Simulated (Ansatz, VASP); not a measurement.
CuO: VASP beside Ansatz

The input POSCAR:

```
CuO
1.0
    2.8795009639      0.0000000000      0.0000000000
    0.0390727580      2.8792794796      0.0000000000
    0.0174953863      0.0172449008      5.1763391994
Cu O
2 2
Direct
    0.0000000000      0.5000000000      0.0000000000
    0.5000000000      0.0000000000      0.5000000000
    0.9984239700      0.0016717800      0.7498871000
    0.0015760300      0.9983282200      0.2501129000
```

INCAR.step1

```
SYSTEM = CuO
PREC     = Accurate       ! precision mode
ENCUT    = 520            ! plane-wave cutoff, eV
ISMEAR   = -1             ! smearing method
SIGMA    = 0.05           ! smearing width, eV
LREAL    = .FALSE.        ! projectors in reciprocal space
LASPH    = .TRUE.         ! aspherical terms in the spheres
NELM     = 80             ! most SCF steps
NBANDS   = 25             ! bands
GGA      = PE             ! functional
ALGO     = Normal         ! electronic algorithm
EDIFF    = 1E-4           ! SCF threshold, eV
LWAVE    = .TRUE.         ! write WAVECAR
LCHARG   = .FALSE.        ! write CHGCAR
```

INCAR.step2

```
SYSTEM = CuO
PREC     = Accurate       ! precision mode
ENCUT    = 520            ! plane-wave cutoff, eV
EDIFF    = 1E-6           ! SCF threshold, eV
ISMEAR   = -1             ! smearing method
SIGMA    = 0.05           ! smearing width, eV
LREAL    = .FALSE.        ! projectors in reciprocal space
LASPH    = .TRUE.         ! aspherical terms in the spheres
NELM     = 80             ! most SCF steps
ALGO     = Normal         ! electronic algorithm
ISIF     = 2              ! what is computed and relaxed
LWAVE    = .FALSE.        ! write WAVECAR
LCHARG   = .FALSE.        ! write CHGCAR
METAGGA  = R2SCAN         ! meta-GGA
LMIXTAU  = .TRUE.       
NBANDS   = 25             ! bands
ISTART   = 1
```

Contents of KPOINTS:

```
Automatic mesh
0
G
  5 5 3
  0 0 0
```

Contents of input.yaml:

```yaml
crystal:
  lattice:
    - [2.8795009639, 0.0, 0.0]
    - [0.039072758, 2.8792794796, 0.0]
    - [0.0174953863, 0.0172449008, 5.1763391994]
  atoms:
    - { symbol: Cu, position: [0.0, 0.5, 0.0] }
    - { symbol: Cu, position: [0.5, 0.0, 0.5] }
    - { symbol: O, position: [0.99842397, 0.00167178, 0.7498871] }
    - { symbol: O, position: [0.00157603, 0.99832822, 0.2501129] }
hamiltonian:
  xc: r2scan
  pseudopotentials: { kind: paw }
kpoints:
  mp_grid: { grid: [5, 5, 3] }
scf:
  occupations: { method: fermi_dirac, width: 0.05 }
output:
  forces: true
  stress: true
  eigenvalues: true
  write_density: true
  write_potential: true
  elf: true
  volumetric_format: npy
```

Alike in both runs: task single point; functional r2SCAN; k mesh 5 × 5 × 3; occupations fermi-dirac, width 0.05 eV; no spin polarisation.

|  | VASP | Ansatz |
| --- | --- | --- |
| version | VASP 6.6.1 | Ansatz 0.2.0 |
| potentials or method | VASP PAW PBE potentials, release 64 (Cu, O) | Ansatz PAW |
| plane-wave cutoff (eV) | 520 | 500 |
| valence electrons in the cell | 34 | 50 |

```csv
,VASP,Ansatz,Ansatz less VASP
gap on the k mesh at the Fermi level (eV),none,none,-
pressure (GPa),0.0,-0.9,-0.90
"traceless stress, the component that is largest in VASP (GPa)",-0.94,-1.30,-0.359
rms of the force components (eV/Å),0.005,0.005,+0.0003
```

VASP's potentials were made for PBE, not for r2SCAN. Atom by atom the forces differ by 0.000 eV/Å (rms over components). A gap of «none» marks a metal or a gap that the smearing closes. VASP's potentials hold 34 valence electrons a cell and Ansatz's 50, so a difference there can come from the potentials and not from the codes.

The k mesh is coarse, so the values compare programs but aren't converged.
